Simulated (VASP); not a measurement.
Set up this calculation in VASP 6.6.1, as the native input.

| Property | Result |
| --- | --- |
| Task | single point |
| Functional | PBE |
| Potentials or basis | VASP PAW PBE potentials, release 64 (Ba_sv, S) |
| Cutoff | 520 eV |
| k mesh | 8 × 8 × 6 |
| Occupations | gaussian, width 0.05 eV |
| Spin | no spin polarisation |
| Dipole correction | no |
| Further INCAR settings | ALGO = Normal; EDIFF = 1e-07; NBANDS = 24; ISYM = 0 |

The structure of BaS lies in POSCAR:

```
BaS
1.0
    4.4123825862      0.0000000000      0.0000000000
   -2.2061912931      3.8212354109      0.0000000000
    0.0000000000      0.0000000000      7.7539147376
Ba S
2 2
Direct
    0.3333333333      0.6666666667      0.2500000000
    0.6666666667      0.3333333333      0.7500000000
    0.0000000000      0.0000000000      0.0000000000
    0.0000000000      0.0000000000      0.5000000000
```

The input as run:

INCAR

```
SYSTEM = BaS
PREC = Accurate ; ENCUT = 520
EDIFF = 1E-7 ; ISMEAR = 0
SIGMA = 0.05 ; LREAL = .False.
LASPH = .True. ; NELM = 100
ALGO = Normal ; ISIF = 2
LWAVE = .False. ; LCHARG = .False.
GGA = PE ; ISYM = 0
NBANDS = 24
```

KPOINTS

```
regular mesh
0
Gamma
  8 8 6
  0 0 0
```

Potentials or basis: VASP PAW PBE potentials, release 64 (Ba_sv, S).

Command:

```console
$ cat potpaw_PBE.64/Ba_sv/POTCAR potpaw_PBE.64/S/POTCAR > POTCAR
$ mpirun -np 1 vasp_std > vasp.out
```

Results of the run:

* Pressure: 0.6 GPa
* Band gap on the k mesh: 1.91 eV (least direct gap 2.20 eV)

Caveat: spin-orbit coupling is left out, which moves the levels of the heavy elements.

It took 14 min on 1 thread of Intel(R) Xeon(R) Platinum 8259CL CPU @ 2.50GHz (Skylake/Cascade Lake), with other jobs on the host, peak memory 0.64 GiB.
